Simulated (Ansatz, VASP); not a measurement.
Two plane-wave programs on RbCl

INCAR

```
PREC = Accurate
ENCUT = 500
EDIFF = 1E-6
ISMEAR = 0
SIGMA = 0.01
LREAL = False
LASPH = True
NELM = 120
ALGO = Normal
ISIF = 2
LWAVE = False
LCHARG = False
GGA = PE
NBANDS = 15
GGA_COMPAT = False
```

The input KPOINTS:

```
regular mesh
0
Gamma
  6 6 6
```

The input POSCAR:

```
RbCl
1.0
    0.0000000000      3.3057264390      3.3057264390
    3.3057264390      0.0000000000      3.3057264390
    3.3057264390      3.3057264390      0.0000000000
Rb Cl
1 1
Direct
    0.0000000000      0.0000000000      0.0000000000
    0.5000000000      0.5000000000      0.5000000000
```

Input for Ansatz:

```yaml
crystal:
  lattice:
    - [0.0, 3.305726439, 3.305726439]
    - [3.305726439, 0.0, 3.305726439]
    - [3.305726439, 3.305726439, 0.0]
  atoms:
    - { symbol: Rb, position: [0.0, 0.0, 0.0] }
    - { symbol: Cl, position: [0.5, 0.5, 0.5] }
kpoints:
  mp_grid: { grid: [6, 6, 6] }
  band_path:
    path:
      - [0.0, 0.0, 0.0]
      - [0.5, 0.0, 0.5]
      - [0.625, 0.25, 0.625]
      - [0.375, 0.375, 0.75]
      - [0.5, 0.5, 0.5]
      - [0.5, 0.25, 0.75]
    npoints: 1
hamiltonian:
  xc: pbe
scf:
  occupations: { method: fixed }
  n_extra_bands: 4
output:
  forces: true
  stress: true
  eigenvalues: true
```

Alike in both runs: task single point; functional PBE; k mesh 6 × 6 × 6; no spin polarisation.

|  | VASP | Ansatz |
| --- | --- | --- |
| version | VASP 6.6.1 | Ansatz 0.2.0 |
| potentials or method | VASP PAW PBE potentials, release 64 (Rb_sv, Cl) | plane waves, PAW |
| plane-wave cutoff (eV) | 500 | 420 |
| occupations | gaussian, width 0.01 eV | fixed |
| valence electrons in the cell | 16 | 16 |

Ansatz gave:

| Quantity | Value |
| --- | --- |
| gap on the k mesh at the Fermi level (eV) | 4.96 |
| pressure (GPa) | 0.6 |

Q: What did VASP give for the same quantities?

A: gap on the k mesh at the Fermi level (eV): 4.95; pressure (GPa): 0.6.
